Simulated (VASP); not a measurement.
**GePt: single point with PBE**

The system is GePt.

```
Ge Pt
1.0
     3.28901    0.00000    0.00000
     0.00000    3.28901    0.00000
     0.00000    0.00000    3.28901
Ge Pt
1 1
Direct
  0.50000 0.50000 0.50000
  0.00000 0.00000 0.00000
```

```json
{
  "Program": "VASP 6.6.1",
  "Task": "single point",
  "Functional": "PBE",
  "Potentials or basis": "VASP PAW PBE potentials, release 64 (Ge_d, Pt)",
  "Cutoff": "520 eV",
  "k mesh": "6 × 6 × 6",
  "Occupations": "gaussian, width 0.1 eV",
  "Spin": "no spin polarisation",
  "Dipole correction": "no",
  "Further INCAR settings": "ALGO = Normal; EDIFF = 1e-06; NBANDS = 19"
}
```

The pressure is -9.5 GPa. The band gap on the k mesh is zero (band 12 reaches 10.77 eV, above the bottom of band 13 at 7.03 eV).

Levels at points of the mesh, in eV from the Fermi level:
```csv
k point,band 8,band 9,band 10,band 11,band 12,band 13,band 14,band 15,band 16,band 17
"(0.00, 0.00, 0.00)",-4.02,-1.90,-1.90,-1.90,1.93,1.93,1.93,3.60,9.66,9.66
"(0.50, 0.00, 0.00)",-3.67,-3.25,-3.25,-1.82,-0.80,6.11,6.11,7.36,7.71,8.85
"(0.50, 0.50, 0.00)",-3.36,-3.36,-2.63,-2.63,-1.04,-0.26,0.98,4.77,10.85,10.85
"(0.50, 0.50, 0.50)",-5.41,-5.41,-0.98,-0.98,2.72,2.72,2.72,3.73,3.76,3.76
```

Run time: 4.8 s on 1 thread of AMD EPYC 9R45 96-Core Processor (Zen 5), with other jobs on the host, peak memory 0.11 GiB.

Caveat: spin-orbit coupling is left out, which moves the levels of the heavy elements.
